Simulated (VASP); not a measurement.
Set up this calculation in VASP 6.6.1, as the native input.

| Property | Result |
| --- | --- |
| Task | single point |
| Functional | PBEsol |
| Potentials or basis | VASP PAW PBE potentials, release 64 (Co) |
| Cutoff | 520 eV |
| k mesh | 9 × 9 × 5 |
| Occupations | fermi-dirac, width 0.05 eV |
| Spin | collinear spin, ferromagnetic start |
| Starting moments | [2.0, 2.0] μB |
| Dipole correction | no |
| Further INCAR settings | ALGO = Normal; EDIFF = 1e-06; NBANDS = 20 |

The structure of Co lies in POSCAR:

```
Co
1.0
    2.3765593919      0.0000000000      0.0000000000
   -1.1882796959      2.0581608070      0.0000000000
    0.0000000000      0.0000000000      3.8464402406
Co
2
Direct
    0.3333333333      0.6666666667      0.7500019837
    0.6666666667      0.3333333333      0.2499980163
```

These files were run (other wordings do the same):

INCAR

```
SYSTEM = Co
PREC     = Accurate       ! precision mode
ENCUT    = 520            ! plane-wave cutoff, eV
EDIFF    = 1E-6           ! SCF threshold, eV
ISMEAR   = -1             ! smearing method
SIGMA    = 0.05           ! smearing width, eV
LREAL    = .False.        ! projectors in reciprocal space
LASPH    = .True.         ! aspherical terms in the spheres
NELM     = 150            ! most SCF steps
ALGO     = Normal         ! electronic algorithm
ISIF     = 2              ! what is computed and relaxed
LWAVE    = .False.        ! write WAVECAR
LCHARG   = .True.         ! write CHGCAR
ISPIN    = 2              ! spin polarisation
MAGMOM   = 2 2            ! initial moments
LORBIT   = 11             ! projections on sites
LMAXMIX  = 4              ! l up to which the mixer works
GGA      = PS             ! functional
LELF     = .True.         ! ELF
LVHAR    = .True.       
NBANDS   = 20             ! bands
```

KPOINTS

```
Automatic mesh
0
Gamma
  9 9 5
  0 0 0
```

Potentials or basis: VASP PAW PBE potentials, release 64 (Co).

The run is started by

```sh
$ cat potpaw_PBE.64/Co/POTCAR > POTCAR
$ mpirun -np 1 vasp_std > vasp.out
```

It gave:

```json
{"Pressure": "28.7 GPa", "Net moment": "2.99 μB per cell", "Site moments": "Co +1.49 μB", "Valence electrons inside the program's atomic spheres": "Co 8.59"}
```

Caveat: the cell stands under pressure; the PAW data sets were made with another functional, which shifts forces and pressure a little.

Run time: 13 s on 1 thread of Intel(R) Xeon(R) 6975P-C (Granite Rapids), with other jobs on the host, peak memory 0.14 GiB.
